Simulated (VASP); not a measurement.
ZnCd2Te3: relaxation of cell and atoms with PBEsol

ZnCd2Te3:

```xyz
6
Lattice="3.2596 -5.4512 0.0000 3.2596 5.4512 0.0000 0.0000 0.0000 5.0968" Properties=species:S:1:pos:R:3 pbc="T T T"
Zn    3.2596    0.0000    0.0000
Cd    1.6298    2.7256    2.5484
Cd    1.6298   -2.7256    2.5484
Te    3.2596    3.6952    0.0000
Te    3.2596   -3.6952    0.0000
Te    0.0000    0.0000    2.5484
```

- Program: VASP 6.6.1
- Task: relaxation of cell and atoms
- Functional: PBEsol
- Potentials or basis: VASP PAW PBE potentials, release 64 (Zn, Cd, Te)
- Cutoff: 600 eV
- k mesh: 4 × 4 × 4
- Occupations: fermi-dirac, width 0.03 eV
- Spin: no spin polarisation
- Dipole correction: no
- Further INCAR settings: ALGO = Normal; EDIFF = 1e-06; IBRION = 2; EDIFFG = -0.01; NSW = 100; ISIF = 3

| Item | Value |
| --- | --- |
| Relaxed volume | 30.62 Å³/atom |
| Relaxed cell | a = 8.308 Å, b = 8.308 Å, c = 4.257 Å, α = 90.00°, β = 90.00°, γ = 141.30° |
| Space group after relaxing (to 0.1 Å) | Cmmm (No. 65) |
| Energy gained by relaxing | 136.4 meV/atom |
| Ionic steps | 50 |
| Pressure after relaxing | 0.0 GPa |
| Band gap on the k mesh | zero (bands 27 and 28 overlap by 1.01 eV) |

The path:
```tsv
step	energy change (eV)	largest force (eV/Å)	pressure (GPa)	volume (Å³)
1	0.0000	0.3564	-1.02	181.13
3	-0.2268	0.0713	1.43	172.89
5	-0.2408	0.0134	2.18	170.97
7	-0.3867	0.3358	1.73	178.82
9	-0.3454	0.7076	1.17	200.03
11	-0.4593	0.3246	-0.63	202.67
13	-0.4798	0.1657	-0.09	200.33
15	-0.4852	0.0724	-0.04	200.46
17	-0.4985	0.0185	-0.84	204.19
19	-0.5003	0.0294	-0.84	204.14
21	-0.5073	0.0833	-0.88	203.87
23	-0.5207	0.1687	-0.80	202.42
25	-0.5517	0.2183	0.53	193.21
27	-0.6015	0.0187	0.57	189.64
29	-0.4732	0.9288	3.45	169.72
31	-0.6839	0.6953	1.20	179.23
33	-0.7035	0.6418	0.58	179.81
35	-0.7272	0.6178	0.49	180.71
37	-0.7788	0.1715	-1.12	189.83
39	-0.7994	0.1425	-0.31	185.89
41	-0.8022	0.0589	-0.03	184.69
43	-0.8148	0.0504	0.09	183.33
45	-0.8168	0.0414	0.21	182.51
47	-0.8177	0.0424	-0.01	183.56
49	-0.8180	0.0227	-0.02	183.67
50	-0.8181	0.0016	-0.01	183.73
```

Final structure:
```
CELL_PARAMETERS angstrom
2.75280 -7.83848 0.00000
2.75280 7.83848 0.00000
0.00000 0.00000 4.25749
ATOMIC_POSITIONS crystal
Zn 0.50000 0.50000 0.00000
Cd 0.00000 0.50000 0.50000
Cd 0.50000 0.00000 0.50000
Te 0.13801 0.86199 0.00000
Te 0.86199 0.13801 0.00000
Te 0.00000 0.00000 0.50000
```

Levels at points of the mesh, in eV from the Fermi level:
```
           k point  band 25  band 26  band 27  band 28  band 29  band 30
(0.00, 0.00, 0.00)    -1.17    -0.35    -0.32    -0.03     0.53     0.89
(0.50, 0.00, 0.00)    -1.62    -0.23     0.68     0.85     1.12     2.25
(0.50, 0.50, 0.00)    -1.74    -1.35    -1.27     0.40     1.26     1.80
(0.00, 0.00, 0.50)    -1.38    -1.14    -0.30     0.86     1.00     1.07
(0.50, 0.00, 0.50)    -2.23    -2.08    -0.45     0.13     1.35     1.68
(0.50, 0.50, 0.50)    -1.57    -1.15    -0.70     0.66     1.40     2.25
```

Run time: 56 min on 1 thread of Intel(R) Xeon(R) Platinum 8488C (Sapphire Rapids), with other jobs on the host, peak memory 0.47 GiB.

Caveat: a cell axis changed by over 15 % at a fixed basis, so the end point is rough; the PAW data sets were made with another functional, which shifts forces and pressure a little; spin-orbit coupling is left out, which moves the levels of the heavy elements.
